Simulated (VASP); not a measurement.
Write the native input for VASP 6.6.1 that does the following.

| Quantity | Value |
| --- | --- |
| Task | single point |
| Functional | PBE |
| Potentials or basis | VASP PAW PBE potentials, release 64 (Na_pv, S) |
| Cutoff | 500 eV |
| k mesh | 5 × 5 × 5 |
| Occupations | gaussian, width 0.01 eV |
| Spin | no spin polarisation |
| Dipole correction | no |
| Further INCAR settings | ALGO = Normal; EDIFF = 1e-06; NBANDS = 17 |

The structure of Na2S lies in POSCAR:

```
Na2S
1.0
    0.0000000000      3.1369425804      3.1369425804
    3.1369425804      0.0000000000      3.1369425804
    3.1369425804      3.1369425804      0.0000000000
Na S
2 1
Direct
    0.2500000000      0.2500000000      0.2500000000
    0.7500000000      0.7500000000      0.7500000000
    0.0000000000      0.0000000000      0.0000000000
```

These files were run (other wordings do the same):

INCAR

```
PREC = Accurate
ENCUT = 500
EDIFF = 1E-6
ISMEAR = 0
SIGMA = 0.01
LREAL = False
LASPH = True
NELM = 120
ALGO = Normal
ISIF = 2
LWAVE = False
LCHARG = True
GGA = PE
LELF = True
LVHAR = True
NBANDS = 17
GGA_COMPAT = False
```

KPOINTS

```
Automatic mesh
0
Gamma
  5 5 5
```

Potentials or basis: VASP PAW PBE potentials, release 64 (Na_pv, S).

Launch:

```bash
$ cat potpaw_PBE.64/Na_pv/POTCAR potpaw_PBE.64/S/POTCAR > POTCAR
$ mpirun -np 1 vasp_std > vasp.out
```

Results of the run:

```yaml
Pressure: 5.2 GPa
Band_gap_on_the_k_mesh: 2.92 eV, direct
```

Run time: 11 s on 1 thread of Intel Xeon 6975P-C (shared host), peak memory 0.17 GiB.
